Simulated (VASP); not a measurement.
# P (R-3m) in VASP: settings compared, part 2 of 2

VASP 6.6.1.

## 4. Single point, PBE (volume scaled by 0.96)

INCAR reads:

```
SYSTEM = P
PREC = Accurate
ENCUT = 520
EDIFF = 1E-6
ISMEAR = -1
SIGMA = 0.05
LREAL = .FALSE.
LASPH = .TRUE.
NELM = 80
ALGO = Normal
ISIF = 2
LWAVE = .FALSE.
LCHARG = .TRUE.
GGA = PE
LELF = .TRUE.
LVHAR = .TRUE.
NBANDS = 12
```

KPOINTS reads:

```
regular mesh
0
G
  9 9 9
  0 0 0
```

POSCAR reads:

```
P
1.0
    1.7024017084      0.9828820846      3.0873818539
   -1.7024017084      0.9828820846      3.0873818539
    0.0000000000     -1.9657641692      3.0873818539
P
2
Direct
    0.7729197500      0.7729197500      0.7729197500
    0.2270802500      0.2270802500      0.2270802500
```

Potentials or basis: VASP PAW PBE potentials, release 64 (P).

Run with:

```bash
$ cat potpaw_PBE.64/P/POTCAR > POTCAR
$ mpirun -np 1 vasp_std > vasp.out
```

OUTCAR:

```text
SYSTEM = P
   PREC = Accurate
   ENCUT = 520
   EDIFF = 1E-6
   ISMEAR = -1
   LREAL = .FALSE.
   LASPH = .TRUE.
   NELM = 80
   ISIF = 2
   GGA = PE

 ion  position               nearest neighbor table
   1  0.773  0.773  0.773-   2 2.26   2 2.26   2 2.26   2 2.78   2 2.78   2 2.78
   2  0.227  0.227  0.227-   1 2.26   1 2.26   1 2.26   1 2.78   1 2.78   1 2.78

  LATTYP: Found a trigonal (rhomboedric) cell.
 ALAT       =     3.6600758846
 COS(alpha) =     0.5673129383

  Lattice vectors:

 A1 = (   1.7024017084,   0.9828820846,   3.0873818539)
[... 536 lines left out ...]
      7      15.8287      0.00000
      8      17.1321      0.00000
      9      17.8064      0.00000
     10      18.3876      0.00000
     11      22.3397      0.00000
     12      22.6091      0.00000

 [... further k-points ...]
[... 5 lines left out ...]
  --------------------------------------------------------------------------------------
  -------------------------------------------------------------------------------------
  Total        1.2196680      1.2196680      0.6985435     -0.0000000     -0.0000000      0.0000000
  in kB       63.0444923     63.0444923     36.1076284     -0.0000000     -0.0000000      0.0000000
  external PRESSURE =      54.0655377 kB  Pullay stress =       0.0000000 kB

 VOLUME and BASIS-vectors are now :
 -----------------------------------------------------------------------------
  energy-cutoff  :      520.00
  volume of cell :       31.00
      direct lattice vectors                 reciprocal lattice vectors
     1.702401708  0.982882085  3.087381854     0.293702713  0.169569340  0.107966345
    -1.702401708  0.982882085  3.087381854    -0.293702713  0.169569340  0.107966345
     0.000000000 -1.965764169  3.087381854     0.000000000 -0.339138681  0.107966345

 POSITION                                       TOTAL-FORCE (eV/Angst)
 -----------------------------------------------------------------------------------
      0.00000      0.00000      7.15890         0.000000      0.000000     -0.439231
      0.00000      0.00000      2.10325         0.000000     -0.000000      0.439231
 -----------------------------------------------------------------------------------
    total drift:                                0.000000     -0.000000     -0.000000

  FREE ENERGIE OF THE ION-ELECTRON SYSTEM (eV)
  ---------------------------------------------------
  free  energy   TOTEN  =       -10.6271601506 eV

  energy  without entropy=      -10.6251043074  energy(sigma->0) =      -10.62613223
```

OSZICAR:

```text
N       E                     dE             d eps       ncg     rms          rms(c)
DAV:   1     0.211312510697E+02    0.21131E+02   -0.45538E+03  2040   0.724E+02
DAV:   2    -0.953220742362E+01   -0.30663E+02   -0.29311E+02  2732   0.116E+02
DAV:   3    -0.106560906359E+02   -0.11239E+01   -0.11154E+01  2656   0.209E+01
DAV:   4    -0.106632746963E+02   -0.71841E-02   -0.71265E-02  2400   0.200E+00
DAV:   5    -0.106633302326E+02   -0.55536E-04   -0.55533E-04  2688   0.169E-01    0.743E+00
DAV:   6    -0.106386696067E+02    0.24661E-01   -0.98684E-03  2396   0.567E-01    0.443E+00
DAV:   7    -0.106270173265E+02    0.11652E-01   -0.18942E-02  2476   0.851E-01    0.104E-01
DAV:   8    -0.106271198198E+02   -0.10249E-03   -0.16810E-03  2368   0.272E-01    0.595E-02
DAV:   9    -0.106271455075E+02   -0.25688E-04   -0.83256E-05  2604   0.607E-02    0.407E-02
DAV:  10    -0.106271588084E+02   -0.13301E-04   -0.14121E-05  2360   0.247E-02    0.722E-03
DAV:  11    -0.106271598660E+02   -0.10575E-05   -0.12022E-06  2356   0.769E-03    0.313E-03
DAV:  12    -0.106271601506E+02   -0.28461E-06   -0.18386E-07  1280   0.244E-03
   1 F= -.10627160E+02 E0= -.10626132E+02  d E =-.205584E-02
```

It took 12 s on 1 thread of Intel Xeon 6975P-C (Granite Rapids), shared host; peak memory 0.16 GiB.

Results:

| Item | Value |
| --- | --- |
| Free energy | -10.6272 eV |
| Pressure | 5.4 GPa |
| Largest force | 0.439 eV/Å |
| Band gap on the k mesh | zero (band 5 reaches 10.15 eV, above the bottom of band 6 at 9.41 eV) |

Forces in eV/Å, atoms in the order of the input:
```
P    0.000  0.000 -0.439
P    0.000  0.000  0.439
```

## 5. Single point, PBE (volume scaled by 0.98)

INCAR reads:

```
SYSTEM = P
ALGO = Normal ; EDIFF = 1E-6
ENCUT = 520 ; GGA = PE
ISIF = 2 ; ISMEAR = -1
LASPH = .TRUE. ; LCHARG = .FALSE.
LREAL = .FALSE. ; LWAVE = .FALSE.
NBANDS = 12 ; NELM = 100
PREC = Accurate ; SIGMA = 0.05
```

KPOINTS reads:

```
k-points
0
G
  9 9 9
  0 0 0
```

POSCAR reads:

```
P
1.0
    1.7141427808      0.9896607960      3.1086748154
   -1.7141427808      0.9896607960      3.1086748154
    0.0000000000     -1.9793215919      3.1086748154
P
2
Direct
    0.7729197500      0.7729197500      0.7729197500
    0.2270802500      0.2270802500      0.2270802500
```

Run with:

```bash
$ cat potpaw_PBE.64/P/POTCAR > POTCAR
$ mpirun -np 1 vasp_std > vasp.out
```

Wall time 11 s (1 thread of Intel Xeon 6975P-C (Granite Rapids), shared host); peak memory 0.16 GiB.

It converged, with:

```
Free energy            : -10.6449 eV
Pressure               : 3.3 GPa
Largest force          : 0.313 eV/Å
Band gap on the k mesh : zero (band 5 reaches 9.86 eV, above the bottom of band 6 at 9.12 eV)
```

Forces in eV/Å, atoms in the order of the input:
```
P    0.000  0.000 -0.313
P    0.000  0.000  0.313
```

Stress tensor (GPa, compression positive):
```
3.98 0.00 0.00
0.00 3.98 0.00
0.00 0.00 2.07
```

Levels at points of the mesh, in eV from the Fermi level:
| k point | band 2 | band 3 | band 4 | band 5 | band 6 | band 7 | band 8 | band 9 |
| --- | --- | --- | --- | --- | --- | --- | --- | --- |
| (0.00, 0.00, 0.00) | -3.54 | -3.26 | -2.99 | -2.99 | 1.31 | 2.61 | 2.61 | 5.76 |

## 6. Single point, PBE

INCAR reads:

```
PREC = Accurate
ENCUT = 520
EDIFF = 1E-6
ISMEAR = -1
SIGMA = 0.05
LREAL = F
LASPH = T
NELM = 100
ALGO = Normal
ISIF = 2
LWAVE = F
LCHARG = F
GGA = PE
NBANDS = 12
```

KPOINTS reads:

```
regular mesh
0
Gamma
  9 9 9
```

POSCAR reads:

```
P
1.0
    1.7257251780      0.9963478961      3.1296800121
   -1.7257251780      0.9963478961      3.1296800121
    0.0000000000     -1.9926957921      3.1296800121
P
2
Direct
    0.7729197500      0.7729197500      0.7729197500
    0.2270802500      0.2270802500      0.2270802500
```

Potentials or basis: VASP PAW PBE potentials, release 64 (P).

Run with:

```bash
$ cat potpaw_PBE.64/P/POTCAR > POTCAR
$ mpirun -np 1 vasp_std > vasp.out
```

Run time: 11 s. Hardware: 1 thread of Intel Xeon 6975P-C (Granite Rapids), shared host; peak memory 0.16 GiB.

Results (log left out):

* Free energy: -10.6546 eV
* Pressure: 1.5 GPa
* Largest force: 0.192 eV/Å
* Band gap on the k mesh: zero (band 5 reaches 9.56 eV, above the bottom of band 6 at 8.83 eV)

Forces on the atoms (eV/Å):
```
P    0.000  0.000 -0.192
P    0.000  0.000  0.192
```

Stress tensor (GPa, compression positive):
```
1.90 0.00 0.00
0.00 1.90 0.00
0.00 0.00 0.67
```

Levels at points of the mesh, in eV from the Fermi level:
| k point | band 1 | band 2 | band 3 | band 4 | band 5 | band 6 | band 7 | band 8 | band 9 | band 10 |
| --- | --- | --- | --- | --- | --- | --- | --- | --- | --- | --- |
| (0.00, 0.00, 0.00) | -16.60 | -3.70 | -3.22 | -2.98 | -2.98 | 1.27 | 2.57 | 2.57 | 5.74 | 5.74 |

## 7. Overview

| level | cell | k mesh | gap on the mesh (eV) | pressure (GPa) | largest force (eV/Å) |
| --- | --- | --- | --- | --- | --- |
| PBEsol | a = 3.710 Å, angles 55.4°, 2 atoms | 6 × 6 × 6 | none | -2.0 | 0.04 |
| PBE | a = 3.634 Å, angles 55.4°, 2 atoms | 9 × 9 × 9 | none | 7.8 | 0.59 |
| PBE | a = 3.660 Å, angles 55.4°, 2 atoms | 9 × 9 × 9 | none | 5.4 | 0.44 |
| PBE | a = 3.685 Å, angles 55.4°, 2 atoms | 9 × 9 × 9 | none | 3.3 | 0.31 |
| PBE | a = 3.710 Å, angles 55.4°, 2 atoms | 9 × 9 × 9 | none | 1.5 | 0.19 |

Alike in all rows: task single point; potentials or basis VASP PAW PBE potentials, release 64 (P); no spin polarisation; cutoff (eV) 520; smearing fermi-dirac 0.05 eV.

Caveats: some runs use coarse meshes; the PAW data sets were made with another functional, which shifts forces and pressure a little (some runs).

Total energies depend on the potentials used, so only differences within one code and one set of settings carry meaning.
